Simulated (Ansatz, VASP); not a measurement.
# One calculation of Ag, two programs

The input POSCAR:

```
Ag
1.0
    0.0000000000      2.0562785400      2.0562785400
    2.0562785400      0.0000000000      2.0562785400
    2.0562785400      2.0562785400      0.0000000000
Ag
1
Direct
    0.0000000000      0.0000000000      0.0000000000
```

INCAR.step1

```
SYSTEM = Ag
PREC = Accurate ; ENCUT = 520
EDIFF = 1E-5 ; ISMEAR = -1
SIGMA = 0.05 ; LREAL = .False.
LASPH = .True. ; NELM = 100
ALGO = Normal ; ISIF = 2
LWAVE = .True. ; LCHARG = .False.
GGA = PE ; NBANDS = 12
```

File INCAR.step2:

```
SYSTEM = Ag
PREC = Accurate ; ENCUT = 520
EDIFF = 1E-6 ; ISMEAR = -1
SIGMA = 0.05 ; LREAL = .False.
LASPH = .True. ; NELM = 100
ALGO = Normal ; ISIF = 2
LWAVE = .False. ; LCHARG = .False.
GGA = PE ; LHFCALC = .True.
AEXX = 0.25 ; HFSCREEN = 0.3
PRECFOCK = Normal ; ISTART = 1
NBANDS = 12
```

KPOINTS

```
Automatic mesh
0
Gamma
  6 6 6
  0 0 0
```

Contents of input.yaml:

```yaml
crystal:
  lattice:
    - [0.0, 2.05627854, 2.05627854]
    - [2.05627854, 0.0, 2.05627854]
    - [2.05627854, 2.05627854, 0.0]
  atoms:
    - { symbol: Ag, position: [0.0, 0.0, 0.0] }
hamiltonian:
  xc: { exchange: pbe, correlation: pbe, exx: { coeff: 0.25, omega: 0.3 } }
  pseudopotentials: { kind: paw }
kpoints:
  mp_grid: { grid: [6, 6, 6] }
scf:
  occupations: { method: fermi_dirac, width: 0.05 }
output:
  forces: true
  stress: true
  eigenvalues: true
  write_density: true
  write_potential: true
  elf: true
  volumetric_format: npy
```

Alike in both runs: task single point; functional PBE-based screened hybrid; k mesh 6 × 6 × 6; occupations fermi-dirac, width 0.05 eV; no spin polarisation.

|  | VASP | Ansatz |
| --- | --- | --- |
| version | VASP 6.6.1 | Ansatz 0.2.0 |
| potentials or method | VASP PAW PBE potentials, release 64 (Ag) | Ansatz PAW |
| plane-wave cutoff (eV) | 520 | 420 |
| valence electrons in the cell | 11 | 19 |

|  | VASP | Ansatz | Ansatz less VASP |
| --- | --- | --- | --- |
| gap on the k mesh at the Fermi level (eV) | none | none | - |
| pressure (GPa) | 3.0 | 2.9 | -0.07 |

VASP's potentials were made for PBE, not for PBE-based screened hybrid. A gap of «none» marks a metal or a gap that the smearing closes. VASP's potentials hold 11 valence electrons a cell and Ansatz's 19, so a difference there can come from the potentials and not from the codes.

The k mesh is coarse, so the values compare programs but aren't converged.
